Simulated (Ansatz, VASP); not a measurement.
LiH: VASP beside Ansatz

INCAR

```
PREC = Accurate ; ENCUT = 520
EDIFF = 1E-8 ; ISMEAR = -1
SIGMA = 0.03 ; LREAL = False
LASPH = True ; NELM = 100
ALGO = Normal ; ISIF = 2
LWAVE = False ; LCHARG = False
GGA = CA ; LEFG = True
NBANDS = 9
```

Contents of KPOINTS:

```
regular mesh
0
Gamma
  11 11 11
```

File POSCAR:

```
LiH
1.0
    0.0406500000      2.0528250000      2.0528250000
    2.0528250000      0.0406500000      2.0528250000
    2.0528250000      2.0528250000      0.0406500000
Li H
1 1
Direct
    0.0000000000      0.0000000000      0.0000000000
    0.5000000000      0.5000000000      0.5000000000
```

Input for Ansatz:

```yaml
crystal:
  lattice:
    - [0.04065, 2.052825, 2.052825]
    - [2.052825, 0.04065, 2.052825]
    - [2.052825, 2.052825, 0.04065]
  atoms:
    - { symbol: Li, position: [0.0, 0.0, 0.0] }
    - { symbol: H, position: [0.5, 0.5, 0.5] }
kpoints:
  mp_grid: { grid: [11, 11, 11] }
scf:
  occupations: { method: fermi_dirac, width: 0.03 }
hamiltonian:
  xc: lda
  pseudopotentials: { kind: all_electron, datasets: crystal }
output:
  forces: true
  stress: true
  eigenvalues: true
  efg: { contact_densities: true }
```

Change from the starting cell: equal xy, yz and zx shear strains of +2 %, crystal datasets.

Alike in both runs: task electric field gradients; functional LDA; k mesh 11 × 11 × 11; occupations fermi-dirac, width 0.03 eV; no spin polarisation.

|  | VASP | Ansatz |
| --- | --- | --- |
| version | VASP 6.6.1 | Ansatz 0.2.0 |
| potentials or method | VASP PAW LDA potentials, release 64 (Li_sv, H), cutoff 520 eV | all-electron PAW with datasets made for the crystal, scalar-relativistic |

```tsv
	VASP	Ansatz	Ansatz less VASP
gap on the k mesh at the Fermi level (eV)	2.82	2.83	+0.009
size of Vzz on the site where it differs most (V/Å²)	0.1	0.1	+0.01
```

LDA's correlation is that of Perdew and Zunger in VASP and of Perdew and Wang (1992) in Ansatz. Ansatz ran all-electron here, and VASP with PAW potentials.

Noted on VASP's run: the cutoff is short for stress, so the pressure is rough.
